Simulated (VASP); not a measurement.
Si2Mo: single point with PBEsol

The system is Si2Mo.

```xyz
3
Lattice="3.1901 0.0000 0.0000 0.0000 3.1901 0.0000 1.5950 -1.5950 3.9107" Properties=species:S:1:pos:R:3 pbc="T T T"
Si    3.1901    0.0000    2.6206
Si    1.5950    1.5950    1.2901
Mo    0.0000    0.0000    0.0000
```

```json
{"Program": "VASP 6.6.1", "Task": "single point", "Functional": "PBEsol", "Potentials or basis": "VASP PAW PBE potentials, release 64 (Si, Mo_sv)", "Cutoff": "520 eV", "k mesh": "11 × 11 × 9", "Occupations": "gaussian, width 0.1 eV", "Spin": "no spin polarisation", "Dipole correction": "no", "Further INCAR settings": "ALGO = Normal; EDIFF = 1e-07; NBANDS = 18; ISYM = 0"}
```

The pressure is 0.4 GPa and the band gap on the k mesh is zero (bands 11 and 12 overlap by 0.85 eV).

Levels at points of the mesh, in eV from the Fermi level:
| k point | band 7 | band 8 | band 9 | band 10 | band 11 | band 12 | band 13 | band 14 | band 15 | band 16 |
| --- | --- | --- | --- | --- | --- | --- | --- | --- | --- | --- |
| (0.00, 0.00, 0.00) | -3.36 | -3.11 | -2.61 | -2.61 | 0.42 | 3.16 | 3.27 | 3.59 | 3.59 | 4.17 |

It took 6.3 min on 1 thread of Intel Xeon 8259CL, on a shared host, peak memory 0.45 GiB.

Caveat: the PAW data sets were made with another functional, which shifts forces and pressure a little.
